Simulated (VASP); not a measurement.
Wanted: the native input for a VASP 6.6.1 run.

```yaml
Task: single point
Functional: PBE
Potentials_or_basis: VASP PAW PBE potentials, release 64 (Bi_d, Te)
Cutoff: 520 eV
k_mesh: 6 × 6 × 8
Occupations: gaussian, width 0.05 eV
Spin: no spin polarisation
Dipole_correction: no
Further_INCAR_settings: ALGO = Normal; EDIFF = 1e-07; NBANDS = 29
```

The structure of BiTe lies in POSCAR:

```
BiTe
1.0
    5.5568518692      0.0019944175      0.0796833199
    0.0019944175      5.7171184002     -0.0001365648
    0.0589796739     -0.0001010820      4.1459772175
Bi Te
2 2
Direct
    0.5125651228      0.0130134729      0.3368955270
   -0.0171208241      0.4667376564      0.6670686799
    0.0014779833      0.0111533493     -0.0022710573
    0.5030777180      0.5090955214     -0.0016931496
```

This cell differs from its parent crystal: atoms moved at random and the cell strained at random.

The input as run:

INCAR

```
ALGO = Normal
EDIFF = 1E-7
ENCUT = 520
GGA = PE
ISIF = 2
ISMEAR = 0
LASPH = True
LCHARG = False
LREAL = False
LWAVE = False
NBANDS = 29
NELM = 60
PREC = Accurate
SIGMA = 0.05
```

KPOINTS

```
k-points
0
Gamma
  6 6 8
```

Potentials or basis: VASP PAW PBE potentials, release 64 (Bi_d, Te).

Run with:

```console
$ cat potpaw_PBE.64/Bi_d/POTCAR potpaw_PBE.64/Te/POTCAR > POTCAR
$ mpirun -np 1 vasp_std > vasp.out
```

It gave:

```
Pressure               : 1.3 GPa
Largest force          : 0.630 eV/Å
Band gap on the k mesh : zero (bands 21 and 22 overlap by 2.50 eV)
```

Caveat: the cell differs from its parent crystal (atoms moved at random and the cell strained at random); spin-orbit coupling is left out, which moves the levels of the heavy elements.

Wall time 5.6 min on 1 thread of AMD EPYC 9R45 96-Core Processor (Zen 5), on a shared host, peak memory 0.57 GiB.
